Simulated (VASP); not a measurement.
Here is a VASP 6.6.1 calculation.

INCAR

```
SYSTEM = TiO2
PREC = Accurate
ENCUT = 520
EDIFF = 1E-6
ISMEAR = 0
SIGMA = 0.05
LREAL = .FALSE.
LASPH = .TRUE.
NELM = 150
ALGO = Normal
ISIF = 2
LWAVE = .FALSE.
LCHARG = .FALSE.
LMAXMIX = 4
LDAU = .TRUE.
LDAUTYPE = 2
LDAUL = 2 -1
LDAUU = 4 0
LDAUJ = 0 0
LDAUPRINT = 1
GGA = PE
NBANDS = 33
```

Contents of KPOINTS:

```
Automatic mesh
0
G
  8 8 8
  0 0 0
```

File POSCAR:

```
TiO2
1.0
   -1.8132000000      1.8132000000      4.6291000000
    1.8132000000     -1.8132000000      4.6291000000
    1.8132000000      1.8132000000     -4.6291000000
Ti O
2 4
Direct
    0.0000000000      0.0000000000      0.0000000000
    0.7500000000      0.2500000000      0.5000000000
    0.2052277854      0.2052277854      0.0000000000
    0.9552277854      0.4552277854      0.5000000000
    0.5447722146      0.0447722146      0.5000000000
    0.7947722146      0.7947722146      0.0000000000
```

Potentials or basis: VASP PAW PBE potentials, release 64 (Ti_sv, O).

Command:

```console
$ cat potpaw_PBE.64/Ti_sv/POTCAR potpaw_PBE.64/O/POTCAR > POTCAR
$ mpirun -np 1 vasp_std > vasp.out
```

Problem. Predict the pressure.

Solution. 50.9 GPa.

Problem. Estimate the band gap on the k mesh.

Solution. 3.10 eV (least direct gap 3.38 eV).

Problem. Predict the largest force.

Solution. 1.336 eV/Å.

Forces in eV/Å, atoms in the order of the input:
```
Ti   0.000  0.000  0.000
Ti   0.000  0.000  0.000
O    0.000  0.000  1.336
O    0.000  0.000  1.336
O    0.000  0.000 -1.336
O    0.000  0.000 -1.336
```

Caveat: the cell stands under pressure; forces of over 1 eV/Å act on the atoms, so gaps and moduli don't describe the material at rest. A k mesh can miss the band edges.
